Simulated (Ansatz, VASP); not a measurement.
# One calculation of HgTe, two programs

Contents of INCAR:

```
ALGO     = Normal         # electronic algorithm
EDIFF    = 1E-6           # SCF threshold, eV
ENCUT    = 520            # plane-wave cutoff, eV
GGA      = PE             # functional
ISIF     = 2              # what is computed and relaxed
ISMEAR   = -1             # smearing method
LASPH    = T              # aspherical terms in the spheres
LCHARG   = F              # write CHGCAR
LREAL    = F              # projectors in reciprocal space
LWAVE    = F              # write WAVECAR
NBANDS   = 16             # bands
NELM     = 60             # most SCF steps
PREC     = Accurate       # precision mode
SIGMA    = 0.03           # smearing width, eV
```

File KPOINTS:

```
k-points
0
Gamma
  11 11 11
```

POSCAR

```
HgTe
1.0
    0.0000000000      3.1799338486      3.1799338486
    3.1799338486      0.0000000000      3.1799338486
    3.1799338486      3.1799338486      0.0000000000
Hg Te
1 1
Direct
    0.0000000000      0.0000000000      0.0000000000
    0.7500000000      0.7500000000      0.7500000000
```

Input for Ansatz:

```yaml
crystal:
  lattice:
    - [0.0, 3.1799338486, 3.1799338486]
    - [3.1799338486, 0.0, 3.1799338486]
    - [3.1799338486, 3.1799338486, 0.0]
  atoms:
    - { symbol: Hg, position: [0.0, 0.0, 0.0] }
    - { symbol: Te, position: [0.75, 0.75, 0.75] }
kpoints:
  mp_grid: { grid: [11, 11, 11] }
  band_path:
    path:
      - [0.0, 0.0, 0.0]
      - [-0.5, -0.5, 0.0]
      - [-0.375, -0.375, 0.25]
      - [-0.375, 0.0, 0.375]
      - [0.0, 0.0, 0.0]
      - [0.0, 0.0, 0.5]
      - [-0.5, -0.25, 0.25]
      - [-0.5, -0.5, 0.0]
    npoints: 5
scf:
  occupations: { method: fermi_dirac, width: 0.03 }
hamiltonian:
  xc: pbe
  pseudopotentials: { kind: all_electron, lapw: { basis_error: 0.0005 } }
output:
  forces: true
  stress: true
  eigenvalues: true
```

Change from the starting cell: volume scaled by 0.96.

Alike in both runs: task single point; functional PBE; k mesh 11 × 11 × 11; occupations fermi-dirac, width 0.03 eV; no spin polarisation.

|  | VASP | Ansatz |
| --- | --- | --- |
| version | VASP 6.6.1 | Ansatz 0.2.0 |
| potentials or method | VASP PAW PBE potentials, release 64 (Hg, Te), cutoff 520 eV | all-electron LAPW, scalar-relativistic |

|  | VASP | Ansatz | Ansatz less VASP |
| --- | --- | --- | --- |
| pressure (GPa) | 6.6 | 6.5 | -0.09 |

Ansatz ran all-electron here, and VASP with PAW potentials.

Spin-orbit coupling is off throughout.
